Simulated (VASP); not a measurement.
A run of VASP 6.6.1:

Contents of POSCAR:

```
PbS
1.0
    3.7017389742      0.0000000000      0.0000000000
    0.0000000000      3.7017389742      0.0000000000
    0.0000000000      0.0000000000      3.7017389742
Pb S
1 1
Direct
    0.0000000000      0.0000000000      0.0000000000
    0.5000000000      0.5000000000      0.5000000000
```

INCAR.step1

```
PREC = Accurate
ENCUT = 520
EDIFF = 1E-5
ISMEAR = -1
SIGMA = 0.05
LREAL = False
LASPH = True
NELM = 80
ALGO = Normal
ISIF = 2
LWAVE = True
LCHARG = False
GGA = PE
NBANDS = 17
```

Contents of INCAR.step2:

```
PREC = Accurate
ENCUT = 520
EDIFF = 1E-6
ISMEAR = -1
SIGMA = 0.05
LREAL = False
LASPH = True
NELM = 80
ALGO = Normal
ISIF = 2
LWAVE = False
LCHARG = False
GGA = PE
LHFCALC = True
AEXX = 0.25
PRECFOCK = Normal
ISTART = 1
NBANDS = 17
```

File KPOINTS:

```
Automatic mesh
0
Gamma
  4 4 4
```

Potentials or basis: VASP PAW PBE potentials, release 64 (Pb_d, S).

Launch:

```console
$ cat potpaw_PBE.64/Pb_d/POTCAR potpaw_PBE.64/S/POTCAR > POTCAR
$ cp INCAR.step1 INCAR
$ mpirun -np 1 vasp_std > vasp.out
$ cp INCAR.step2 INCAR
$ mpirun -np 1 vasp_std > vasp.out
```

Hardware: 1 thread of Intel(R) Xeon(R) Platinum 8259CL CPU @ 2.50GHz (Skylake/Cascade Lake) (shared host).

**Question.** Estimate the wall time of this run.

**Answer.** Wall time 11 min on 1 thread of Intel(R) Xeon(R) Platinum 8259CL CPU @ 2.50GHz (Skylake/Cascade Lake) (shared host), peak memory 0.18 GiB. Counts: k points 10.
